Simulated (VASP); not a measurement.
# Ga4AsN3 (P-4m2) in VASP: single point with PBE

Aim: the single point of Ga4AsN3 with PBE.

Program: VASP 6.6.1. These are calculated values, not measurements. Logs are shortened: lines on timing, memory, paths and dates and some standing lists are left out, and cuts for length are marked.

## 1. The cell of the first run

The structure is tetragonal, space group P-4m2 (No. 115). The conventional cell has a = 3.424 Å, b = 3.424 Å, c = 9.706 Å, α = 90.00°, β = 90.00°, γ = 90.00°. Ga (site symmetry 2mm) has 4 N at 2.01 to 2.02 Å within 2.7 Å. Within 2.7 Å of Ga (site symmetry 2mm) lie 2 N at 2.02 Å and 2 As at 2.38 Å. As (site symmetry -4m2) has 4 Ga at 2.38 Å within 3.1 Å. N (site symmetry 2mm) has 4 Ga at 2.02 Å within 2.7 Å. Within 2.7 Å of N (site symmetry -4m2) lie 4 Ga at 2.01 Å.

## 2. Single point, PBE

INCAR reads:

```
  PREC = Accurate
  ENCUT = 520
  EDIFF = 1E-7
  ISMEAR = 0
  SIGMA = 0.1
  LREAL = False
  LASPH = True
  NELM = 100
  ALGO = Normal
  ISIF = 2
  LWAVE = False
  LCHARG = False
  GGA = PE
  NBANDS = 46
```

KPOINTS reads:

```
Automatic mesh
0
Gamma
  12 12 4
```

POSCAR reads:

```
Ga4AsN3
1.0
    3.4240229667      0.0000000000      0.0000000000
    0.0000000000      3.4240229667      0.0000000000
    0.0000000000      0.0000000000      9.7057180516
Ga As N
4 1 3
Direct
    0.5000000000      0.0000000000      0.8909259509
    0.0000000000      0.5000000000      0.1090740491
    0.5000000000      0.0000000000      0.3298889235
    0.0000000000      0.5000000000      0.6701110765
    0.5000000000      0.5000000000      0.5000000000
    0.0000000000      0.0000000000      0.2186180229
    0.0000000000      0.0000000000      0.7813819771
    0.5000000000      0.5000000000      0.0000000000
```

Potentials or basis: VASP PAW PBE potentials, release 64 (Ga_d, As, N).

The run is started by

```sh
cat potpaw_PBE.64/Ga_d/POTCAR potpaw_PBE.64/As/POTCAR potpaw_PBE.64/N/POTCAR > POTCAR
mpirun -np 1 vasp_std > vasp.out
```

OUTCAR:

```text
PREC = Accurate
   ENCUT = 520
   EDIFF = 1E-7
   ISMEAR = 0
   LREAL = False
   LASPH = True
   NELM = 100
   ISIF = 2
   GGA = PE

 ion  position               nearest neighbor table
   1  0.500  0.000  0.891-   8 2.01   8 2.01   7 2.02   7 2.02
   2  0.000  0.500  0.109-   8 2.01   8 2.01   6 2.02   6 2.02
   3  0.500  0.000  0.330-   6 2.02   6 2.02   5 2.38   5 2.38
   4  0.000  0.500  0.670-   7 2.02   7 2.02   5 2.38   5 2.38
   5  0.500  0.500  0.500-   3 2.38   4 2.38   3 2.38   4 2.38
   6  0.000  0.000  0.219-   2 2.02   2 2.02   3 2.02   3 2.02
   7  0.000  0.000  0.781-   1 2.02   1 2.02   4 2.02   4 2.02
   8  0.500  0.500  0.000-   1 2.01   2 2.01   1 2.01   2 2.01

  LATTYP: Found a simple tetragonal cell.
 ALAT       =     3.4240229667
 C/A-ratio  =     2.8345949037

  Lattice vectors:

 A1 = (   3.4240229667,   0.0000000000,   0.0000000000)
 A2 = (   0.0000000000,   3.4240229667,   0.0000000000)
 A3 = (   0.0000000000,   0.0000000000,   9.7057180516)

Analysis of symmetry for initial positions (statically):
=====================================================================
 Subroutine PRICEL returns:
 Original cell was already a primitive cell.

 Routine SETGRP: Setting up the symmetry group for a
 simple tetragonal supercell.

 Subroutine GETGRP returns: Found  8 space group operations
 (whereof  8 operations were pure point group operations)
 out of a pool of 16 trial point group operations.

The static configuration has the point symmetry D_2d.

Analysis of symmetry for dynamics (positions and initial velocities):
=====================================================================
 Subroutine PRICEL returns:
 Original cell was already a primitive cell.

 Routine SETGRP: Setting up the symmetry group for a
 simple tetragonal supercell.

 Subroutine GETGRP returns: Found  8 space group operations
 (whereof  8 operations were pure point group operations)
 out of a pool of 16 trial point group operations.

The dynamic configuration has the point symmetry D_2d.

 Subroutine INISYM returns: Found  8 space group operations
 (whereof  8 operations are pure point group operations),
 and found     1 'primitive' translations

----------------------------------------------------------------------------------------

                                     Primitive cell

  volume of cell :     113.7892

  direct lattice vectors                    reciprocal lattice vectors
     3.424022967  0.000000000  0.000000000     0.292054116  0.000000000  0.000000000
     0.000000000  3.424022967  0.000000000     0.000000000  0.292054116  0.000000000
     0.000000000  0.000000000  9.705718052     0.000000000  0.000000000  0.103032047

  length of vectors
     3.424022967  3.424022967  9.705718052     0.292054116  0.292054116  0.103032047

  position of ions in fractional coordinates (direct lattice)
     0.500000000  0.000000000  0.890925951
     0.000000000  0.500000000  0.109074049
     0.500000000  0.000000000  0.329888924
     0.000000000  0.500000000  0.670111076
     0.500000000  0.500000000  0.500000000
     0.000000000  0.000000000  0.218618023
     0.000000000  0.000000000  0.781381977
     0.500000000  0.500000000  0.000000000

  ion indices of the primitive-cell ions
   primitive index   ion index
                 1           1
                 2           2
                 3           3
                 4           4
                 5           5
                 6           6
                 7           7
                 8           8

----------------------------------------------------------------------------------------

 KPOINTS: Automatic mesh

Automatic generation of k-mesh.
 Grid dimensions read from file:
 generate k-points for:   12   12    4

 Generating k-lattice:

  Cartesian coordinates                     Fractional coordinates (reciprocal lattice)
     0.024337843  0.000000000  0.000000000     0.083333333  0.000000000  0.000000000
     0.000000000  0.024337843  0.000000000     0.000000000  0.083333333  0.000000000
     0.000000000  0.000000000  0.025758012     0.000000000  0.000000000  0.250000000

  Length of vectors
     0.024337843  0.024337843  0.025758012

  Shift w.r.t. Gamma in fractional coordinates (k-lattice)
     0.000000000  0.000000000  0.000000000

 Subroutine IBZKPT returns following result:
 ===========================================

 Found     84 irreducible k-points:

 Following reciprocal coordinates:
            Coordinates               Weight
  0.000000  0.000000  0.000000      1.000000
  0.083333  0.000000  0.000000      4.000000
  0.166667  0.000000  0.000000      4.000000
  0.250000  0.000000  0.000000      4.000000
  0.333333  0.000000  0.000000      4.000000
  0.416667  0.000000  0.000000      4.000000
[... 16 lines left out ...]
  0.333333  0.333333  0.000000      4.000000
  0.416667  0.333333  0.000000      8.000000
 [... further k-points ...]
   k-points           NKPTS =     84   k-points in BZ     NKDIM =     84   number of bands    NBANDS=     46
   number of dos      NEDOS =    301   number of ions     NIONS =      8
   total plane-waves  NPLWV =  56448
   dimension x,y,z NGX =    28 NGY =   28 NGZ =   72
   dimension x,y,z NGXF=    56 NGYF=   56 NGZF=  144
   ions per type =               4   1   3
   NGX,Y,Z   is equivalent  to a cutoff of  13.59, 13.59, 12.33 a.u.
   NGXF,Y,Z  is equivalent  to a cutoff of  27.19, 27.19, 24.67 a.u.
 SYSTEM =  unknown system
   PREC   = accura    normal or accurate (medium, high low for compatibility)
   ISTART =      0    job   : 0-new  1-cont  2-samecut
   ICHARG =      2    charge: 1-file 2-atom 10-const
   ISPIN  =      1    spin polarized calculation?
   LNONCOLLINEAR =      F non collinear calculations
   LSORBIT =      F    spin-orbit coupling
   LASPH  =      T    aspherical Exc in radial PAW
   ENCUT  =  520.0 eV  38.22 Ry    6.18 a.u.   6.37  6.37 18.05*2*pi/ulx,y,z
   NELM   =    100;   NELMIN=  2; NELMDL= -5     # of ELM steps
   EDIFF  = 0.1E-06   stopping-criterion for ELM
   LREAL  =      F    real-space projection
   EDIFFG = 0.1E-05   stopping-criterion for IOM
   NSW    =      0    number of steps for IOM
   IBRION =     -1    ionic relax: 0-MD 1-quasi-New 2-CG
   NFREE  =      0    steps in history (QN), initial steepest desc. (CG)
   ISIF   =      2    stress and relaxation
   ISYM   =      2    0-nonsym 1-usesym 2-fastsym
   POTIM  = 0.5000    time-step for ionic-motion
   TEBEG  =    0.0;   TEEND  =   0.0 temperature during run
   PSTRESS=    0.0 pullay stress
   NELECT =      72.0000    total number of electrons
   NUPDOWN=      -1.0000    fix difference up-down
   EMIN   =  10.00;   EMAX   =-10.00  energy-range for DOS
   EFERMI =   0.00;   METHOD = LEGACY
   ISMEAR =     0;   SIGMA  =   0.10  broadening in eV -4-tet -1-fermi 0-gaus
   EFERMI_NEDOS =   21; number of points for ismear=-14 and -15
   IALGO  =     38    algorithm
   IMIX   =      4    mixing-type and parameters
     AMIX     =   0.40;   BMIX     =  1.00
     AMIX_MAG =   1.60;   BMIX_MAG =  1.00
  volume/ion in A,a.u.               =      14.22        95.99
  Fermi-wavevector in a.u.,A,eV,Ry     =   1.405461  2.655935 26.875851  1.975319
  Thomas-Fermi vector in A             =   2.527919
   LORBIT       =      0    0 simple, 1 ext, 2 COOP (PROOUT), +10 PAW based schemes
   GGA     = PE    functional components
   LHFCALC =     F    Hartree Fock is set to
   AEXX    =    0.0000 exact exchange contribution
   IVDW    =     0    specifies the selected vdW correction
   LEPSILON=     F    determine dielectric tensor
   LRPA    =     F    only Hartree local field effects (RPA)
 non-spin polarized calculation
 Gauss-broadening in eV      SIGMA  =   0.10
  energy-cutoff  :      520.00
  volume of cell :      113.79
 maximum number of plane-waves:      3088
 NGX is ok and might be reduce to    28
   NGX = 13   NGY = 13   NGZ = 37

 number of electron      71.9999952 magnetization

 Free energy of the ion-electron system (eV)
  ---------------------------------------------------
  ext. energy  EPLUGINS =         0.00000000
  ---------------------------------------------------
  free energy    TOTEN  =       -42.95803461 eV

  energy without entropy =      -42.95478475  energy(sigma->0) =      -42.95640968

 E-fermi :   6.4328     XC(G=0): -10.9404

 val. band max:        6.3182674059   @ k =   0.2500   0.0000   0.0000
 cond. band min:       6.4529903028   @ k =   0.3333   0.0000   0.0000
 fundamental gap:      0.1347228968
 Fermi energy:         6.4328359343

 k-point     1 :       0.0000    0.0000    0.0000
  band No.  band energies     occupation
      1     -10.9264      2.00000
      2     -10.5717      2.00000
      3     -10.4251      2.00000
      4      -9.3264      2.00000
      5      -9.3264      2.00000
      6      -9.2998      2.00000
[... 38 lines left out ...]
     45      12.0046      0.00000
     46      12.7905      0.00000

 k-point     2 :       0.0833    0.0000    0.0000
  band No.  band energies     occupation
      1     -10.8947      2.00000
      2     -10.5622      2.00000
      3     -10.4224      2.00000
      4      -9.3435      2.00000
      5      -9.3236      2.00000
      6      -9.2908      2.00000
[... 38 lines left out ...]
     45      12.0372      0.00000
     46      12.8111      0.00000

 k-point     3 :       0.1667    0.0000    0.0000
  band No.  band energies     occupation
      1     -10.8097      2.00000
      2     -10.5383      2.00000
      3     -10.4167      2.00000
      4      -9.3631      2.00000
      5      -9.3157      2.00000
      6      -9.3010      2.00000
[... 1018 lines left out ...]
     45      12.3947      0.00000
     46      12.8542      0.00000

 k-point    24 :       0.4167    0.3333    0.0000
  band No.  band energies     occupation
      1     -10.4040      2.00000
      2     -10.3949      2.00000
      3     -10.3760      2.00000
      4      -9.4372      2.00000
      5      -9.3089      2.00000
      6      -9.2488      2.00000
[... 38 lines left out ...]
     45      12.5794      0.00000
     46      12.7539      0.00000

 [... further k-points ...]

------------------------ aborting loop because EDIFF is reached ----------------------------------------

  FORCE on cell =-STRESS in cart. coord.  units (eV):
  Direction    XX          YY          ZZ          XY          YZ          ZX
  --------------------------------------------------------------------------------------
  -------------------------------------------------------------------------------------
  Total        0.1741130      0.1741130      0.1828969      0.0000000      0.0000000      0.0000000
  in kB        2.4515501      2.4515501      2.5752288      0.0000000      0.0000000      0.0000000
  external PRESSURE =       2.4927764 kB  Pullay stress =       0.0000000 kB

 VOLUME and BASIS-vectors are now :
 -----------------------------------------------------------------------------
  energy-cutoff  :      520.00
  volume of cell :      113.79
      direct lattice vectors                 reciprocal lattice vectors
     3.424022967  0.000000000  0.000000000     0.292054116  0.000000000  0.000000000
     0.000000000  3.424022967  0.000000000     0.000000000  0.292054116  0.000000000
     0.000000000  0.000000000  9.705718052     0.000000000  0.000000000  0.103032047

 POSITION                                       TOTAL-FORCE (eV/Angst)
 -----------------------------------------------------------------------------------
      1.71201      0.00000      8.64708         0.000000      0.000000     -0.001886
      0.00000      1.71201      1.05864         0.000000      0.000000      0.001886
      1.71201      0.00000      3.20181        -0.000000      0.000000     -0.005036
      0.00000      1.71201      6.50391         0.000000      0.000000      0.005036
      1.71201      1.71201      4.85286         0.000000     -0.000000      0.000000
      0.00000      0.00000      2.12184         0.000000      0.000000     -0.006731
      0.00000      0.00000      7.58387         0.000000      0.000000      0.006731
      1.71201      1.71201      0.00000         0.000000     -0.000000      0.000000
 -----------------------------------------------------------------------------------
    total drift:                                0.000000      0.000000      0.000000

  FREE ENERGIE OF THE ION-ELECTRON SYSTEM (eV)
  ---------------------------------------------------
  free  energy   TOTEN  =       -42.9580346138 eV

  energy  without entropy=      -42.9547847491  energy(sigma->0) =      -42.95640968
```

It took 14 min on 1 thread of AMD EPYC 7R43 (Zen 3), shared host; peak memory 0.42 GiB.

Results:

- Free energy: -42.9580 eV
- Pressure: 0.2 GPa
- Largest force: 0.007 eV/Å
- Band gap on the k mesh: zero (bands 36 and 37 overlap by 0.57 eV)

Forces on the atoms (eV/Å):
```
Ga   0.000  0.000 -0.002
Ga   0.000  0.000  0.002
Ga   0.000  0.000 -0.005
Ga   0.000  0.000  0.005
As   0.000  0.000  0.000
N    0.000  0.000 -0.007
N    0.000  0.000  0.007
N    0.000  0.000  0.000
```

Caveat: semilocal functionals underestimate gaps, so a narrow gap can read as zero.
